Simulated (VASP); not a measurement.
# Os (Fm-3m) in VASP: notebook

Runs on Os. Level: PBE. Tasks: single point.

All numbers are computed with VASP 6.6.1; they aren't measurements. Logs are shortened: lines on timing, memory, paths and dates and some standing lists are left out, and cuts for length are marked.

### Step 1. The cell of the first run

Symmetry: Fm-3m, No. 225, cubic system. The conventional cell has a = 3.832 Å, b = 3.832 Å, c = 3.832 Å, α = 90.00°, β = 90.00°, γ = 90.00°. Within 3.6 Å of Os (site symmetry m-3m) lie 12 Os at 2.71 Å.

This isn't the form of Os at room conditions, which is hcp.

### Step 2. Single point, PBE

File INCAR:

```
PREC = Accurate ; ENCUT = 520
EDIFF = 1E-6 ; ISMEAR = 0
SIGMA = 0.05 ; LREAL = False
LASPH = True ; NELM = 100
ALGO = Normal ; ISIF = 2
LWAVE = False ; LCHARG = True
GGA = PE ; LELF = True
LVHAR = True ; NBANDS = 10
```

File KPOINTS:

```
regular mesh
0
Gamma
  8 8 8
```

File POSCAR:

```
Os
1.0
    0.0000000000      1.9158802907      1.9158802907
    1.9158802907      0.0000000000      1.9158802907
    1.9158802907      1.9158802907      0.0000000000
Os
1
Direct
    0.0000000000      0.0000000000      0.0000000000
```

Potentials or basis: VASP PAW PBE potentials, release 64 (Os).

Started as:

```console
cat potpaw_PBE.64/Os/POTCAR > POTCAR
mpirun -np 1 vasp_std > vasp.out
```

OUTCAR:

```text
PREC = Accurate
   ENCUT = 520
   EDIFF = 1E-6
   ISMEAR = 0
   LREAL = False
   LASPH = True
   NELM = 100
   ISIF = 2
   GGA = PE

 ion  position               nearest neighbor table
   1  0.000  0.000  0.000-

  LATTYP: Found a face centered cubic cell.
 ALAT       =     3.8317605814

  Lattice vectors:

 A1 = (   0.0000000000,   1.9158802907,   1.9158802907)
 A2 = (   1.9158802907,   0.0000000000,   1.9158802907)
 A3 = (   1.9158802907,   1.9158802907,   0.0000000000)

Analysis of symmetry for initial positions (statically):
=====================================================================
 Subroutine PRICEL returns:
 Original cell was already a primitive cell.

 Routine SETGRP: Setting up the symmetry group for a
 face centered cubic supercell.

 Subroutine GETGRP returns: Found 48 space group operations
 (whereof 48 operations were pure point group operations)
 out of a pool of 48 trial point group operations.

The static configuration has the point symmetry O_h .

Analysis of symmetry for dynamics (positions and initial velocities):
=====================================================================
 Subroutine PRICEL returns:
 Original cell was already a primitive cell.

 Routine SETGRP: Setting up the symmetry group for a
 face centered cubic supercell.

 Subroutine GETGRP returns: Found 48 space group operations
 (whereof 48 operations were pure point group operations)
 out of a pool of 48 trial point group operations.

The dynamic configuration has the point symmetry O_h .

 Subroutine INISYM returns: Found 48 space group operations
 (whereof 48 operations are pure point group operations),
 and found     1 'primitive' translations

----------------------------------------------------------------------------------------

                                     Primitive cell

  volume of cell :      14.0648

  direct lattice vectors                    reciprocal lattice vectors
     0.000000000  1.915880291  1.915880291    -0.260976640  0.260976640  0.260976640
     1.915880291  0.000000000  1.915880291     0.260976640 -0.260976640  0.260976640
     1.915880291  1.915880291  0.000000000     0.260976640  0.260976640 -0.260976640

  length of vectors
     2.709463891  2.709463891  2.709463891     0.452024799  0.452024799  0.452024799

  position of ions in fractional coordinates (direct lattice)
     0.000000000  0.000000000  0.000000000

  ion indices of the primitive-cell ions
   primitive index   ion index
                 1           1

----------------------------------------------------------------------------------------

 KPOINTS: regular mesh

Automatic generation of k-mesh.
 Grid dimensions read from file:
 generate k-points for:    8    8    8

 Generating k-lattice:

  Cartesian coordinates                     Fractional coordinates (reciprocal lattice)
    -0.032622080  0.032622080  0.032622080     0.125000000  0.000000000  0.000000000
     0.032622080 -0.032622080  0.032622080     0.000000000  0.125000000  0.000000000
     0.032622080  0.032622080 -0.032622080     0.000000000  0.000000000  0.125000000

  Length of vectors
     0.056503100  0.056503100  0.056503100

  Shift w.r.t. Gamma in fractional coordinates (k-lattice)
     0.000000000  0.000000000  0.000000000

 Subroutine IBZKPT returns following result:
 ===========================================

 Found     29 irreducible k-points:

 Following reciprocal coordinates:
            Coordinates               Weight
  0.000000  0.000000  0.000000      1.000000
  0.125000  0.000000  0.000000      8.000000
  0.250000  0.000000  0.000000      8.000000
  0.375000  0.000000  0.000000      8.000000
  0.500000  0.000000  0.000000      4.000000
  0.125000  0.125000  0.000000      6.000000
[... 16 lines left out ...]
  0.500000  0.250000  0.125000     48.000000
 -0.375000  0.250000  0.125000     24.000000
 [... further k-points ...]
   k-points           NKPTS =     29   k-points in BZ     NKDIM =     29   number of bands    NBANDS=     10
   number of dos      NEDOS =    301   number of ions     NIONS =      1
   total plane-waves  NPLWV =   8000
   dimension x,y,z NGX =    20 NGY =   20 NGZ =   20
   dimension x,y,z NGXF=    40 NGYF=   40 NGZF=   40
   ions per type =               1
   NGX,Y,Z   is equivalent  to a cutoff of  12.27, 12.27, 12.27 a.u.
   NGXF,Y,Z  is equivalent  to a cutoff of  24.54, 24.54, 24.54 a.u.
 SYSTEM =  unknown system
   PREC   = accura    normal or accurate (medium, high low for compatibility)
   ISTART =      0    job   : 0-new  1-cont  2-samecut
   ICHARG =      2    charge: 1-file 2-atom 10-const
   ISPIN  =      1    spin polarized calculation?
   LNONCOLLINEAR =      F non collinear calculations
   LSORBIT =      F    spin-orbit coupling
   LASPH  =      T    aspherical Exc in radial PAW
   ENCUT  =  520.0 eV  38.22 Ry    6.18 a.u.   5.04  5.04  5.04*2*pi/ulx,y,z
   NELM   =    100;   NELMIN=  2; NELMDL= -5     # of ELM steps
   EDIFF  = 0.1E-05   stopping-criterion for ELM
   LREAL  =      F    real-space projection
   EDIFFG = 0.1E-04   stopping-criterion for IOM
   NSW    =      0    number of steps for IOM
   IBRION =     -1    ionic relax: 0-MD 1-quasi-New 2-CG
   NFREE  =      0    steps in history (QN), initial steepest desc. (CG)
   ISIF   =      2    stress and relaxation
   ISYM   =      2    0-nonsym 1-usesym 2-fastsym
   POTIM  = 0.5000    time-step for ionic-motion
   TEBEG  =    0.0;   TEEND  =   0.0 temperature during run
   PSTRESS=    0.0 pullay stress
   NELECT =       8.0000    total number of electrons
   NUPDOWN=      -1.0000    fix difference up-down
   EMIN   =  10.00;   EMAX   =-10.00  energy-range for DOS
   EFERMI =   0.00;   METHOD = LEGACY
   ISMEAR =     0;   SIGMA  =   0.05  broadening in eV -4-tet -1-fermi 0-gaus
   EFERMI_NEDOS =   21; number of points for ismear=-14 and -15
   IALGO  =     38    algorithm
   IMIX   =      4    mixing-type and parameters
     AMIX     =   0.40;   BMIX     =  1.00
     AMIX_MAG =   1.60;   BMIX_MAG =  1.00
  volume/ion in A,a.u.               =      14.06        94.91
  Fermi-wavevector in a.u.,A,eV,Ry     =   1.356417  2.563256 25.032900  1.839866
  Thomas-Fermi vector in A             =   2.483422
   LORBIT       =      0    0 simple, 1 ext, 2 COOP (PROOUT), +10 PAW based schemes
   GGA     = PE    functional components
   LHFCALC =     F    Hartree Fock is set to
   AEXX    =    0.0000 exact exchange contribution
   IVDW    =     0    specifies the selected vdW correction
   LEPSILON=     F    determine dielectric tensor
   LRPA    =     F    only Hartree local field effects (RPA)
 non-spin polarized calculation
 Gauss-broadening in eV      SIGMA  =   0.05
  energy-cutoff  :      520.00
  volume of cell :       14.06
 maximum number of plane-waves:       392
   NGX =  9   NGY =  9   NGZ =  9

 number of electron       7.9999999 magnetization

 Free energy of the ion-electron system (eV)
  ---------------------------------------------------
  ext. energy  EPLUGINS =         0.00000000
  ---------------------------------------------------
  free energy    TOTEN  =       -11.11651486 eV

  energy without entropy =      -11.11371794  energy(sigma->0) =      -11.11511640

 E-fermi :   9.0526     XC(G=0): -14.0276

 val. band max:        9.0457307850   @ k =   0.5000   0.0000   0.0000
 cond. band min:       9.0950688581   @ k =  -0.2500   0.2500   0.0000
 fundamental gap:      0.0493380731
 Fermi energy:         9.0525747931

 k-point     1 :       0.0000    0.0000    0.0000
  band No.  band energies     occupation
      1      -1.5086      2.00000
      2       6.2844      2.00000
      3       6.2844      2.00000
      4       6.2844      2.00000
      5       9.3026      0.00000
      6       9.3026      0.00000
      7      23.5391      0.00000
      8      29.3069      0.00000
      9      29.3069      0.00000
     10      29.3069      0.00000

 k-point     2 :       0.1250    0.0000    0.0000
  band No.  band energies     occupation
      1      -0.8057      2.00000
      2       5.9020      2.00000
      3       6.5745      2.00000
      4       6.5745      2.00000
      5       9.1228      0.04686
      6       9.1228      0.04686
      7      24.7763      0.00000
      8      26.7693      0.00000
      9      30.5651      0.00000
     10      30.5651      0.00000

 k-point     3 :       0.2500    0.0000    0.0000
  band No.  band energies     occupation
      1       0.7839      2.00000
      2       5.6216      2.00000
      3       6.7539      2.00000
      4       6.7539      2.00000
      5       9.4778      0.00000
      6       9.4778      0.00000
      7      23.4211      0.00000
      8      26.8440      0.00000
      9      33.7825      0.00000
     10      33.7849      0.00000

 k-point     4 :       0.3750    0.0000    0.0000
  band No.  band energies     occupation
      1       1.5899      2.00000
      2       6.3425      2.00000
      3       6.3425      2.00000
      4       7.2534      2.00000
      5      10.8795      0.00000
      6      10.8795      0.00000
      7      20.4200      0.00000
      8      24.3385      0.00000
      9      31.5189      0.00000
     10      31.5189      0.00000
[... 222 lines left out ...]
 k-point    22 :       0.3750    0.2500    0.1250
  band No.  band energies     occupation
      1       2.2304      2.00000
      2       4.4066      2.00000
      3       6.0905      2.00000
      4       8.5177      2.00000
      5       8.5224      2.00000
      6      11.5027      0.00000
      7      24.4495      0.00000
      8      27.6671      0.00000
      9      28.5336      0.00000
     10      30.2222      0.00000

 k-point    23 :       0.5000    0.2500    0.1250
  band No.  band energies     occupation
      1       3.1623      2.00000
      2       4.9050      2.00000
      3       5.4167      2.00000
      4       8.0167      2.00000
      5      10.4348      0.00000
      6      13.6422      0.00000
      7      20.6983      0.00000
      8      25.9559      0.00000
      9      26.7122      0.00000
     10      31.7192      0.00000

 k-point    24 :      -0.3750    0.2500    0.1250
  band No.  band energies     occupation
      1       3.2086      2.00000
      2       4.6391      2.00000
      3       6.4526      2.00000
      4       7.6666      2.00000
      5      11.3105      0.00000
      6      15.6964      0.00000
      7      17.3817      0.00000
      8      25.7576      0.00000
      9      26.4307      0.00000
     10      29.6921      0.00000

 [... further k-points ...]

------------------------ aborting loop because EDIFF is reached ----------------------------------------

  FORCE on cell =-STRESS in cart. coord.  units (eV):
  Direction    XX          YY          ZZ          XY          YZ          ZX
  --------------------------------------------------------------------------------------
  -------------------------------------------------------------------------------------
  Total        0.6709263      0.6709263      0.6709263     -0.0000000     -0.0000000      0.0000000
  in kB       76.4276104     76.4276104     76.4276104     -0.0000000     -0.0000000      0.0000000
  external PRESSURE =      76.4276104 kB  Pullay stress =       0.0000000 kB

 VOLUME and BASIS-vectors are now :
 -----------------------------------------------------------------------------
  energy-cutoff  :      520.00
  volume of cell :       14.06
      direct lattice vectors                 reciprocal lattice vectors
     0.000000000  1.915880291  1.915880291    -0.260976640  0.260976640  0.260976640
     1.915880291  0.000000000  1.915880291     0.260976640 -0.260976640  0.260976640
     1.915880291  1.915880291  0.000000000     0.260976640  0.260976640 -0.260976640

 POSITION                                       TOTAL-FORCE (eV/Angst)
 -----------------------------------------------------------------------------------
      0.00000      0.00000      0.00000         0.000000      0.000000     -0.000000
 -----------------------------------------------------------------------------------
    total drift:                                0.000000      0.000000      0.000000

  FREE ENERGIE OF THE ION-ELECTRON SYSTEM (eV)
  ---------------------------------------------------
  free  energy   TOTEN  =       -11.1165148582 eV

  energy  without entropy=      -11.1137179437  energy(sigma->0) =      -11.11511640
```

Run time: 5.3 s. Hardware: 1 thread of Intel Xeon Platinum 8259CL at 2.50GHz (Skylake/Cascade Lake), shared host; peak memory 0.12 GiB.

Results:

- Free energy: -11.1165 eV
- Pressure: 7.6 GPa
- Band gap on the k mesh: zero (bands 4 and 5 overlap by 3.32 eV)

Levels at points of the mesh, in eV from the Fermi level:
```csv
k point,band 1,band 2,band 3,band 4,band 5,band 6,band 7,band 8,band 9
"(0.00, 0.00, 0.00)",-10.56,-2.77,-2.77,-2.77,0.25,0.25,14.49,20.25,20.25
"(0.50, 0.00, 0.00)",-7.44,-2.93,-2.93,-0.01,2.65,2.65,9.17,14.01,20.56
"(0.50, 0.50, 0.00)",-7.35,-6.62,2.57,2.61,3.34,3.34,12.44,12.47,12.47
```

Caveat: the cell stands under pressure; spin-orbit coupling is left out, which moves the levels of the heavy elements.

### Step 3. Single point, PBE (14.78 Å³/atom)

This run uses another cell than the first one, of 14.78 Å³/atom.

File INCAR:

```
ALGO = Normal
EDIFF = 1E-7
ENCUT = 520
GGA = PE
ISIF = 2
ISMEAR = 0
LASPH = True
LCHARG = False
LREAL = False
LWAVE = False
NBANDS = 10
NELM = 100
PREC = Accurate
SIGMA = 0.05
```

File KPOINTS:

```
k-points
0
Gamma
  8 8 8
```

File POSCAR:

```
Os
1.0
    0.0000000000      1.9476953864      1.9476953864
    1.9476953864      0.0000000000      1.9476953864
    1.9476953864      1.9476953864      0.0000000000
Os
1
Direct
    0.0000000000      0.0000000000      0.0000000000
```

Potentials or basis: VASP PAW PBE potentials, release 64 (Os).

Started as:

```console
cat potpaw_PBE.64/Os/POTCAR > POTCAR
mpirun -np 1 vasp_std > vasp.out
```

It took 5.2 s on 1 thread of Intel Xeon Platinum 8259CL at 2.50GHz (Skylake/Cascade Lake), shared host; peak memory 0.12 GiB.

The run converged. Its results:

```
Free energy            : -11.1064 eV
Pressure               : -11.5 GPa
Band gap on the k mesh : zero (bands 4 and 5 overlap by 3.11 eV)
```

Levels at points of the mesh, in eV from the Fermi level:
```csv
k point,band 2,band 3,band 4,band 5,band 6,band 7
"(0.00, 0.00, 0.00)",-2.58,-2.58,-2.58,0.21,0.21,14.49
"(0.50, 0.00, 0.00)",-2.73,-2.73,-0.01,2.43,2.43,8.52
"(0.50, 0.50, 0.00)",-6.17,2.38,2.44,3.06,3.06,11.61
```

Caveat: the cell stands under tension; spin-orbit coupling is left out, which moves the levels of the heavy elements.

The gap in the log of VASP goes by the Fermi energy; the results here count the filled bands.